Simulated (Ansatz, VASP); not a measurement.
One calculation of BMoW3, two programs

Contents of INCAR:

```
PREC = Accurate
ENCUT = 600
EDIFF = 1E-6
ISMEAR = 0
SIGMA = 0.1
LREAL = F
LASPH = T
NELM = 100
ALGO = Fast
ISIF = 3
LWAVE = F
LCHARG = F
GGA = PE
IBRION = 2
NSW = 100
EDIFFG = -0.01
```

File KPOINTS:

```
Automatic mesh
0
Gamma
  10 10 10
```

File POSCAR:

```
BMoW3
1.0
    4.1997444112      0.0000000000      0.0000000000
    0.0000000000      4.1997444112      0.0000000000
    0.0000000000      0.0000000000      4.1997444112
B Mo W
1 1 3
Direct
    0.5000000000      0.5000000000      0.5000000000
    0.0000000000      0.0000000000      0.0000000000
    0.5000000000      0.0000000000      0.5000000000
    0.0000000000      0.5000000000      0.5000000000
    0.5000000000      0.5000000000      0.0000000000
```

Input for Ansatz:

```yaml
crystal:
  lattice:
    - [4.1997444112, 0.0, 0.0]
    - [0.0, 4.1997444112, 0.0]
    - [0.0, 0.0, 4.1997444112]
  atoms:
    - { symbol: B, position: [0.5, 0.5, 0.5] }
    - { symbol: Mo, position: [0.0, 0.0, 0.0] }
    - { symbol: W, position: [0.5, 0.0, 0.5] }
    - { symbol: W, position: [0.0, 0.5, 0.5] }
    - { symbol: W, position: [0.5, 0.5, 0.0] }
basis:
  ecutwfc: 420
kpoints:
  mp_grid: { grid: [10, 10, 10] }
hamiltonian:
  xc: pbe
scf:
  occupations: { method: gaussian, width: 0.1 }
output:
  forces: true
  stress: true
  eigenvalues: true
  write_density: true
  write_potential: true
  elf: true
  volumetric_format: npy
relax:
  adjacent_minimum: "off"
  f_tol: 0.01
  max_steps: 80
  cell: { stress_tol: 0.05 }
```

Change from the starting cell: species swapped into the Yb3PbO type (Pm-3m, No. 221).

Alike in both runs: task relaxation of cell and atoms; functional PBE; k mesh 10 × 10 × 10; occupations gaussian, width 0.1 eV; no spin polarisation.

|  | VASP | Ansatz |
| --- | --- | --- |
| version | VASP 6.6.1 | Ansatz 0.2.0 |
| potentials or method | VASP PAW PBE potentials, release 64 (B, Mo_sv, W_sv), cutoff 600 eV | scalar-relativistic, plane waves, PAW |
| valence electrons in the cell | 59 | 59 |

|  | VASP | Ansatz | Ansatz less VASP |
| --- | --- | --- | --- |
| gap on the k mesh at the Fermi level, each at its own relaxed structure (eV) | none | none | - |
| relaxed volume (Å³/atom) | 14.84 | 14.82 | -0.022 |
| relaxed cell length with the largest relative difference (Å) | 4.202 | 4.200 | -0.0021 |

A gap of «none» marks a metal or a gap that the smearing closes.

Spin-orbit coupling is off throughout.
